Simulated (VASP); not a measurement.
# La: single point with PBE

Crystal: La.

```
CELL_PARAMETERS angstrom
-2.15588 2.15588 2.15588
2.15588 -2.15588 2.15588
2.15588 2.15588 -2.15588
ATOMIC_POSITIONS crystal
La 0.00000 0.00000 0.00000
```

This isn't the form of La at room conditions, which is double hcp.

```
Program                : VASP 6.6.1
Task                   : single point
Functional             : PBE
Potentials or basis    : VASP PAW PBE potentials, release 64 (La)
Cutoff                 : 520 eV
k mesh                 : 12 × 12 × 12
Occupations            : fermi-dirac, width 0.0612256 eV
Spin                   : no spin polarisation
Dipole correction      : no
Further INCAR settings : ALGO = Normal; EDIFF = 1e-07; NBANDS = 12
```

```
Pressure               : -1.4 GPa
Band gap on the k mesh : zero (an odd number of electrons rules out a gap without spin polarisation)
```

Levels at points of the mesh, in eV from the Fermi level:
```tsv
k point	band 3	band 4	band 5	band 6	band 7	band 8
(0.00, 0.00, 0.00)	-16.14	-16.14	-3.23	1.39	1.39	1.39
(0.50, 0.00, 0.00)	-16.49	-16.15	-1.71	-0.14	1.39	1.41
(0.50, 0.50, 0.50)	-16.89	-16.89	-1.69	-1.69	1.50	1.63
```

Run time: 44 s on 1 thread of Intel(R) Xeon(R) Platinum 8488C (Sapphire Rapids) (shared host), peak memory 0.19 GiB.

Caveat: spin-orbit coupling is left out, which moves the levels of the heavy elements.
